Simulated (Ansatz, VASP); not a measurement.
## AlN in VASP and in Ansatz

```
Al N
1.0
    -0.10442    2.13305    2.13305
     2.13305   -0.10442    2.13305
     2.13305    2.13305   -0.10442
Al N
1 1
Direct
  0.00000 0.00000 0.00000
  0.75000 0.75000 0.75000
```

Alike in both runs: task single point; functional r2SCAN; k mesh 10 × 10 × 10; occupations gaussian, width 0.05 eV; no spin polarisation.

```csv
,VASP,Ansatz
version,VASP 6.6.1,Ansatz 0.2.0
potentials or method,"VASP PAW PBE potentials, release 64 (Al, N), cutoff 520 eV","scalar-relativistic, plane waves, PAW"
valence electrons in the cell,8,8
```

|  | VASP | Ansatz | Ansatz less VASP |
| --- | --- | --- | --- |
| gap on the k mesh at the Fermi level (eV) | 3.65 | 3.66 | +0.013 |
| least direct gap on the mesh (eV) | 4.53 | 4.49 | -0.033 |
| pressure (GPa) | 1.4 | 1.8 | +0.39 |
| traceless stress, the component that is largest in VASP (GPa) | 12.17 | 12.00 | -0.162 |
| rms of the force components (eV/Å) | 0.593 | 0.582 | -0.0115 |

VASP's potentials were made for PBE, not for r2SCAN. Atom by atom the forces differ by 0.011 eV/Å (rms over components).
